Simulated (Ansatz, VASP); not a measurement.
**Cr: VASP beside Ansatz**

```
CELL_PARAMETERS angstrom
0.00000 2.52977 2.52977
2.52977 0.00000 2.52977
2.52977 2.52977 0.00000
ATOMIC_POSITIONS crystal
Cr 0.12500 0.12500 0.12500
Cr 0.87500 0.87500 0.87500
```

Alike in both runs: task relaxation of cell and atoms; functional PBE; k mesh 11 × 11 × 11; occupations fermi-dirac, width 0.1 eV; no spin polarisation.

```csv
,VASP,Ansatz
version,VASP 6.6.1,Ansatz 0.2.0
potentials or method,"VASP PAW PBE potentials, release 64 (Cr_pv), cutoff 600 eV","plane waves (420 eV) with PAW, scalar-relativistic"
valence electrons in the cell,24,28
```

Ansatz gave:

```
relaxed volume (Å³/atom)                                     : 16.58
relaxed cell length with the largest relative difference (Å) : 3.606
```

**Question.** Estimate VASP's values.

**Answer.** Relaxed volume (Å³/atom): 16.61; relaxed cell length with the largest relative difference (Å): 3.609.

VASP's potentials hold 24 valence electrons a cell and Ansatz's 28, so a difference there can come from the potentials and not from the codes.
